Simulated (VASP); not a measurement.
# AgCl (Immm) in VASP: notebook

AgCl is run at these levels: PBE; tasks: single point.

Everything below comes from runs of VASP 6.6.1. Logs are shortened: lines on timing, memory, paths and dates and some standing lists are left out, and cuts for length are marked.

**1. The cell of the first run**

The structure is orthorhombic, space group Immm (No. 71). The conventional cell has a = 3.804 Å, b = 4.039 Å, c = 5.546 Å, α = 90.00°, β = 90.00°, γ = 90.00°. Within 3.7 Å of Ag (site symmetry mmm) lie 6 Cl at 2.77 Å. Within 3.7 Å of Cl (site symmetry mmm) lie 6 Ag at 2.77 Å.

**2. Single point, PBE (strain -0.0600 x Voigt [0, 0, 0, 0, 1, 0])**

File INCAR:

```
SYSTEM = AgCl
  PREC = Accurate
  ENCUT = 520
  EDIFF = 1E-6
  ISMEAR = 0
  SIGMA = 0.05
  LREAL = .False.
  LASPH = .True.
  NELM = 80
  ALGO = Normal
  ISIF = 2
  LWAVE = .False.
  LCHARG = .True.
  GGA = PE
  LELF = .True.
  LVHAR = .True.
  NBANDS = 16
```

File KPOINTS:

```
regular mesh
0
Gamma
  8 8 8
  0 0 0
```

File POSCAR:

```
AgCl
1.0
   -0.0831945000      2.7731500000      2.7731500000
    2.6899555000      0.0000000000      2.6899555000
    2.7731500000      2.7731500000     -0.0831945000
Ag Cl
1 1
Direct
    0.5000000000      0.5000000000      0.5000000000
    0.0000000000      0.0000000000      0.0000000000
```

Potentials or basis: VASP PAW PBE potentials, release 64 (Ag, Cl).

Started as:

```bash
cat potpaw_PBE.64/Ag/POTCAR potpaw_PBE.64/Cl/POTCAR > POTCAR
mpirun -np 1 vasp_std > vasp.out
```

OUTCAR:

```text
SYSTEM = AgCl
   PREC = Accurate
   ENCUT = 520
   EDIFF = 1E-6
   ISMEAR = 0
   LREAL = .False.
   LASPH = .True.
   NELM = 80
   ISIF = 2
   GGA = PE

 ion  position               nearest neighbor table
   1  0.500  0.500  0.500-   2 2.77   2 2.77   2 2.77   2 2.77   2 2.77   2 2.77
   2  0.000  0.000  0.000-   1 2.77   1 2.77   1 2.77   1 2.77   1 2.77   1 2.77

  LATTYP: Found a body centered orthorhombic cell.
 ALAT       =     3.8041715503
 B/A-ratio  =     1.0618556701
 C/A-ratio  =     1.4579521262

  Lattice vectors:

 A1 = (   2.7731500000,  -2.7731500000,  -0.0831945000)
 A2 = (  -2.7731500000,  -2.7731500000,   0.0831945000)
 A3 = (   0.0831945000,   2.7731500000,  -2.7731500000)

Analysis of symmetry for initial positions (statically):
=====================================================================
 Subroutine PRICEL returns:
 Original cell was already a primitive cell.

 Routine SETGRP: Setting up the symmetry group for a
 body centered orthorhombic supercell.

 Subroutine GETGRP returns: Found  8 space group operations
 (whereof  8 operations were pure point group operations)
 out of a pool of  8 trial point group operations.

The static configuration has the point symmetry D_2h.

Analysis of symmetry for dynamics (positions and initial velocities):
=====================================================================
 Subroutine PRICEL returns:
 Original cell was already a primitive cell.

 Routine SETGRP: Setting up the symmetry group for a
 body centered orthorhombic supercell.

 Subroutine GETGRP returns: Found  8 space group operations
 (whereof  8 operations were pure point group operations)
 out of a pool of  8 trial point group operations.

The dynamic configuration has the point symmetry D_2h.

 Subroutine INISYM returns: Found  8 space group operations
 (whereof  8 operations are pure point group operations),
 and found     1 'primitive' translations

----------------------------------------------------------------------------------------

                                     Primitive cell

  volume of cell :      42.6147

  direct lattice vectors                    reciprocal lattice vectors
    -0.083194500  2.773150000  2.773150000    -0.175048913  0.180300380  0.175048913
     2.689955500  0.000000000  2.689955500     0.185876681 -0.180300380  0.185876681
     2.773150000  2.773150000 -0.083194500     0.175048913  0.180300380 -0.175048913

  length of vectors
     3.922708652  3.804171550  3.922708652     0.306255565  0.318760895  0.306255565

  position of ions in fractional coordinates (direct lattice)
     0.500000000  0.500000000  0.500000000
     0.000000000  0.000000000  0.000000000

  ion indices of the primitive-cell ions
   primitive index   ion index
                 1           1
                 2           2

----------------------------------------------------------------------------------------

 KPOINTS: regular mesh

Automatic generation of k-mesh.
 Grid dimensions read from file:
 generate k-points for:    8    8    8

 Generating k-lattice:

  Cartesian coordinates                     Fractional coordinates (reciprocal lattice)
    -0.021881114  0.022537548  0.021881114     0.125000000  0.000000000 -0.000000000
     0.023234585 -0.022537548  0.023234585     0.000000000  0.125000000  0.000000000
     0.021881114  0.022537548 -0.021881114    -0.000000000  0.000000000  0.125000000

  Length of vectors
     0.038281946  0.039845112  0.038281946

  Shift w.r.t. Gamma in fractional coordinates (k-lattice)
     0.000000000  0.000000000  0.000000000

 Subroutine IBZKPT returns following result:
 ===========================================

 Found     95 irreducible k-points:

 Following reciprocal coordinates:
            Coordinates               Weight
  0.000000  0.000000  0.000000      1.000000
  0.125000  0.000000  0.000000      4.000000
  0.250000  0.000000  0.000000      4.000000
  0.375000  0.000000  0.000000      4.000000
  0.500000  0.000000  0.000000      2.000000
 -0.000000  0.125000 -0.000000      4.000000
[... 16 lines left out ...]
  0.125000  0.375000 -0.000000      8.000000
  0.250000  0.375000 -0.000000      8.000000
 [... further k-points ...]
   k-points           NKPTS =     95   k-points in BZ     NKDIM =     95   number of bands    NBANDS=     16
   number of dos      NEDOS =    301   number of ions     NIONS =      2
   total plane-waves  NPLWV =  25200
   dimension x,y,z NGX =    30 NGY =   28 NGZ =   30
   dimension x,y,z NGXF=    60 NGYF=   56 NGZF=   60
   ions per type =               1   1
   NGX,Y,Z   is equivalent  to a cutoff of  12.71, 12.24, 12.71 a.u.
   NGXF,Y,Z  is equivalent  to a cutoff of  25.43, 24.47, 25.43 a.u.
 SYSTEM =  AgCl
   PREC   = accura    normal or accurate (medium, high low for compatibility)
   ISTART =      0    job   : 0-new  1-cont  2-samecut
   ICHARG =      2    charge: 1-file 2-atom 10-const
   ISPIN  =      1    spin polarized calculation?
   LNONCOLLINEAR =      F non collinear calculations
   LSORBIT =      F    spin-orbit coupling
   LASPH  =      T    aspherical Exc in radial PAW
   ENCUT  =  520.0 eV  38.22 Ry    6.18 a.u.   7.29  7.07  7.29*2*pi/ulx,y,z
   NELM   =     80;   NELMIN=  2; NELMDL= -5     # of ELM steps
   EDIFF  = 0.1E-05   stopping-criterion for ELM
   LREAL  =      F    real-space projection
   EDIFFG = 0.1E-04   stopping-criterion for IOM
   NSW    =      0    number of steps for IOM
   IBRION =     -1    ionic relax: 0-MD 1-quasi-New 2-CG
   NFREE  =      0    steps in history (QN), initial steepest desc. (CG)
   ISIF   =      2    stress and relaxation
   ISYM   =      2    0-nonsym 1-usesym 2-fastsym
   POTIM  = 0.5000    time-step for ionic-motion
   TEBEG  =    0.0;   TEEND  =   0.0 temperature during run
   PSTRESS=    0.0 pullay stress
   NELECT =      18.0000    total number of electrons
   NUPDOWN=      -1.0000    fix difference up-down
   EMIN   =  10.00;   EMAX   =-10.00  energy-range for DOS
   EFERMI =   0.00;   METHOD = LEGACY
   ISMEAR =     0;   SIGMA  =   0.05  broadening in eV -4-tet -1-fermi 0-gaus
   EFERMI_NEDOS =   21; number of points for ismear=-14 and -15
   IALGO  =     38    algorithm
   IMIX   =      4    mixing-type and parameters
     AMIX     =   0.40;   BMIX     =  1.00
     AMIX_MAG =   1.60;   BMIX_MAG =  1.00
  volume/ion in A,a.u.               =      21.31       143.79
  Fermi-wavevector in a.u.,A,eV,Ry     =   1.228323  2.321194 20.528169  1.508778
  Thomas-Fermi vector in A             =   2.363253
   LORBIT       =      0    0 simple, 1 ext, 2 COOP (PROOUT), +10 PAW based schemes
   GGA     = PE    functional components
   LHFCALC =     F    Hartree Fock is set to
   AEXX    =    0.0000 exact exchange contribution
   IVDW    =     0    specifies the selected vdW correction
   LEPSILON=     F    determine dielectric tensor
   LRPA    =     F    only Hartree local field effects (RPA)
 non-spin polarized calculation
 Gauss-broadening in eV      SIGMA  =   0.05
  energy-cutoff  :      520.00
  volume of cell :       42.61
 maximum number of plane-waves:      1167
 NGX is ok and might be reduce to    30
   NGX = 15   NGY = 15   NGZ = 15

 number of electron      18.0000000 magnetization

 Free energy of the ion-electron system (eV)
  ---------------------------------------------------
  ext. energy  EPLUGINS =         0.00000000
  ---------------------------------------------------
  free energy    TOTEN  =        -5.39145751 eV

  energy without entropy =       -5.39145751  energy(sigma->0) =       -5.39145751

 E-fermi :   4.1325     XC(G=0):  -9.9722

 val. band max:        3.8734981798   @ k =  -0.0000   0.5000  -0.0000
 cond. band min:       4.7242664804   @ k =   0.0000   0.0000   0.0000
 fundamental gap:      0.8507683006
 Fermi energy:         4.1325138592

 k-point     1 :       0.0000    0.0000    0.0000
  band No.  band energies     occupation
      1     -11.3218      2.00000
      2       1.3374      2.00000
      3       1.3509      2.00000
      4       1.3821      2.00000
      5       1.4279      2.00000
      6       1.4291      2.00000
[... 8 lines left out ...]
     15      16.9574      0.00000
     16      17.2820      0.00000

 k-point     2 :       0.1250    0.0000    0.0000
  band No.  band energies     occupation
      1     -11.2653      2.00000
      2       0.6021      2.00000
      3       0.7105      2.00000
      4       0.8362      2.00000
      5       1.4276      2.00000
      6       1.4745      2.00000
[... 8 lines left out ...]
     15      16.1426      0.00000
     16      16.7747      0.00000

 k-point     3 :       0.2500    0.0000    0.0000
  band No.  band energies     occupation
      1     -11.1232      2.00000
      2      -0.4054      2.00000
      3       0.1413      2.00000
      4       0.2924      2.00000
      5       1.5360      2.00000
      6       1.5897      2.00000
[... 8 lines left out ...]
     15      16.4205      0.00000
     16      16.6681      0.00000

 k-point     4 :       0.3750    0.0000    0.0000
  band No.  band energies     occupation
      1     -10.9723      2.00000
      2      -1.1663      2.00000
      3      -0.2166      2.00000
      4      -0.0552      2.00000
      5       1.6437      2.00000
      6       1.7091      2.00000
[... 8 lines left out ...]
     15      17.0243      0.00000
     16      17.2444      0.00000

 k-point     5 :       0.5000    0.0000    0.0000
  band No.  band energies     occupation
      1     -10.9070      2.00000
      2      -1.4453      2.00000
      3      -0.3388      2.00000
      4      -0.1744      2.00000
      5       1.6884      2.00000
      6       1.7599      2.00000
[... 8 lines left out ...]
     15      17.6115      0.00000
     16      17.7828      0.00000

 k-point     6 :      -0.0000    0.1250   -0.0000
  band No.  band energies     occupation
      1     -11.2578      2.00000
      2       0.6447      2.00000
      3       0.7258      2.00000
      4       0.7797      2.00000
      5       1.4003      2.00000
      6       1.4321      2.00000
[... 8 lines left out ...]
     15      15.8223      0.00000
     16      16.4654      0.00000

 k-point     7 :       0.1250    0.1250   -0.0000
  band No.  band energies     occupation
      1     -11.2434      2.00000
      2       0.1892      2.00000
      3       1.0147      2.00000
      4       1.0290      2.00000
      5       1.3403      2.00000
      6       1.4483      2.00000
[... 8 lines left out ...]
     15      17.5903      0.00000
     16      17.7429      0.00000

 k-point     8 :       0.2500    0.1250    0.0000
  band No.  band energies     occupation
      1     -11.1369      2.00000
      2      -0.3766      2.00000
      3       0.4631      2.00000
      4       0.5775      2.00000
      5       1.4219      2.00000
      6       1.5830      2.00000
[... 8 lines left out ...]
     15      17.3139      0.00000
     16      18.1665      0.00000

 k-point     9 :       0.3750    0.1250    0.0000
  band No.  band energies     occupation
      1     -10.9945      2.00000
      2      -0.9129      2.00000
      3      -0.0707      2.00000
      4       0.1030      2.00000
      5       1.5611      2.00000
      6       1.6908      2.00000
[... 8 lines left out ...]
     15      17.4202      0.00000
     16      18.0697      0.00000
[... 172 lines left out ...]
 k-point    19 :      -0.3750    0.2500   -0.0000
  band No.  band energies     occupation
      1     -10.8601      2.00000
      2      -0.9344      2.00000
      3      -0.2115      2.00000
      4      -0.1521      2.00000
      5       1.6808      2.00000
      6       1.7265      2.00000
[... 8 lines left out ...]
     15      16.8901      0.00000
     16      19.3064      0.00000

 k-point    20 :      -0.2500    0.2500   -0.0000
  band No.  band energies     occupation
      1     -10.9149      2.00000
      2      -0.9571      2.00000
      3      -0.2590      2.00000
      4       0.0927      2.00000
      5       1.6452      2.00000
      6       1.7362      2.00000
[... 8 lines left out ...]
     15      18.0634      0.00000
     16      19.5202      0.00000

 k-point    21 :      -0.1250    0.2500   -0.0000
  band No.  band energies     occupation
      1     -11.0134      2.00000
      2      -0.7130      2.00000
      3      -0.1381      2.00000
      4       0.1914      2.00000
      5       1.5781      2.00000
      6       1.6543      2.00000
[... 8 lines left out ...]
     15      17.4190      0.00000
     16      17.4785      0.00000

 k-point    22 :      -0.0000    0.3750   -0.0000
  band No.  band energies     occupation
      1     -10.9246      2.00000
      2      -1.0920      2.00000
      3      -0.3315      2.00000
      4      -0.1951      2.00000
      5       1.6778      2.00000
      6       1.7174      2.00000
[... 8 lines left out ...]
     15      16.7214      0.00000
     16      17.2690      0.00000

 k-point    23 :       0.1250    0.3750   -0.0000
  band No.  band energies     occupation
      1     -10.9549      2.00000
      2      -0.8938      2.00000
      3      -0.1780      2.00000
      4       0.0405      2.00000
      5       1.5307      2.00000
      6       1.7277      2.00000
[... 8 lines left out ...]
     15      17.4459      0.00000
     16      17.8640      0.00000

 k-point    24 :       0.2500    0.3750   -0.0000
  band No.  band energies     occupation
      1     -10.9500      2.00000
      2      -0.8016      2.00000
      3       0.3058      2.00000
      4       0.4284      2.00000
      5       1.3077      2.00000
      6       1.7243      2.00000
[... 8 lines left out ...]
     15      18.4832      0.00000
     16      19.3594      0.00000

 [... further k-points ...]
[... 5 lines left out ...]
  --------------------------------------------------------------------------------------
  -------------------------------------------------------------------------------------
  Total        0.3887073      0.3774817      0.3887073      0.0000000      0.0000000      0.0870243
  in kB       14.6141724     14.1921269     14.6141724      0.0000000      0.0000000      3.2718390
  external PRESSURE =      14.4734906 kB  Pullay stress =       0.0000000 kB

 VOLUME and BASIS-vectors are now :
 -----------------------------------------------------------------------------
  energy-cutoff  :      520.00
  volume of cell :       42.61
      direct lattice vectors                 reciprocal lattice vectors
    -0.083194500  2.773150000  2.773150000    -0.175048913  0.180300380  0.175048913
     2.689955500  0.000000000  2.689955500     0.185876681 -0.180300380  0.185876681
     2.773150000  2.773150000 -0.083194500     0.175048913  0.180300380 -0.175048913

 POSITION                                       TOTAL-FORCE (eV/Angst)
 -----------------------------------------------------------------------------------
      2.68996      2.77315      2.68996         0.000000      0.000000      0.000000
      0.00000      0.00000      0.00000         0.000000      0.000000     -0.000000
 -----------------------------------------------------------------------------------
    total drift:                                0.000000      0.000000      0.000000

  FREE ENERGIE OF THE ION-ELECTRON SYSTEM (eV)
  ---------------------------------------------------
  free  energy   TOTEN  =        -5.3914575132 eV

  energy  without entropy=       -5.3914575132  energy(sigma->0) =       -5.39145751
```

Run time: 64 s. Hardware: 1 thread of Intel Xeon Platinum 8259CL at 2.50GHz (Skylake/Cascade Lake), shared host; peak memory 0.2 GiB.

Results:

| Quantity | Value |
| --- | --- |
| Free energy | -5.3915 eV |
| Pressure | 1.4 GPa |
| Band gap on the k mesh | 0.85 eV, indirect (least direct gap 3.08 eV) |

Stress tensor (GPa, compression positive):
```
1.46 0.00 0.33
0.00 1.42 0.00
0.33 0.00 1.46
```

Caveat: the cell differs from its parent crystal (strain -0.0600 x Voigt [0, 0, 0, 0, 1, 0]).

[end of part 1 of 2]
